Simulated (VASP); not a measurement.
Here is a VASP 6.6.1 calculation.

Contents of INCAR:

```
SYSTEM = Au2S3
  ALGO = Normal
  EDIFF = 1E-6
  ENCUT = 520
  GGA = PE
  ISIF = 2
  ISMEAR = 0
  IVDW = 12
  LASPH = .True.
  LCHARG = .False.
  LREAL = .False.
  LWAVE = .False.
  NBANDS = 28
  NELM = 100
  PREC = Accurate
  SIGMA = 0.1
```

Contents of KPOINTS:

```
k-points
0
Gamma
  6 6 2
  0 0 0
```

The input POSCAR:

```
Au2S3
1.0
    3.6697144970     -0.0000000030      0.0000000000
   -1.8348572459      3.1780659806      0.0000000000
    0.0000000000      0.0000000000      8.0067523640
S Au
3 2
Direct
    0.0000000000      0.0000000000      0.0000000000
    0.3333333333      0.6666666667      0.3489092691
    0.6666666667      0.3333333333      0.6510907309
    0.6666666667      0.3333333333      0.1940565335
    0.3333333333      0.6666666667      0.8059434665
```

Potentials or basis: VASP PAW PBE potentials, release 64 (S, Au).

Command:

```sh
$ cat potpaw_PBE.64/S/POTCAR potpaw_PBE.64/Au/POTCAR > POTCAR
$ mpirun -np 1 vasp_std > vasp.out
```

Question: Predict the pressure.

Answer: -0.2 GPa.

Question: Estimate the largest force.

Answer: 0.013 eV/Å.

Question: What does it give for the dispersion energy per atom?

Answer: -0.431 eV.

Question: What does it give for the band gap on the k mesh?

Answer: Zero (bands 20 and 21 overlap by 1.10 eV).

Forces in eV/Å, atoms in the order of the input:
```
S    0.000  0.000  0.000
S    0.000  0.000 -0.007
S    0.000  0.000  0.007
Au   0.000  0.000 -0.013
Au   0.000  0.000  0.013
```

Caveat: the k points lie up to 0.39 Å⁻¹ apart, too coarse for converged energies and pressures of a metal; spin-orbit coupling is left out, which moves the levels of the heavy elements.
